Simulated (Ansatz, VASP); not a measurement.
One calculation of Ru, two programs

```
Ru
1.0
     0.00000    1.91500    1.91500
     1.91500    0.00000    1.91500
     1.91500    1.91500    0.00000
Ru
1
Direct
  0.00000 0.00000 0.00000
```

Alike in both runs: task electric field gradients; functional PBE; k mesh 16 × 16 × 16; occupations fermi-dirac, width 0.05 eV; no spin polarisation.

|  | VASP | Ansatz |
| --- | --- | --- |
| version | VASP 6.6.1 | Ansatz 0.2.0 |
| potentials or method | VASP PAW PBE potentials, release 64 (Ru_pv) | PAW with Ansatz's default frozen-core files, scalar-relativistic |
| plane-wave cutoff (eV) | 520 | 420 |
| valence electrons in the cell | 14 | 16 |

```csv
,VASP,Ansatz,Ansatz less VASP
pressure (GPa),-4.6,-4.4,+0.11
```

VASP's potentials hold 14 valence electrons a cell and Ansatz's 16, so a difference there can come from the potentials and not from the codes.
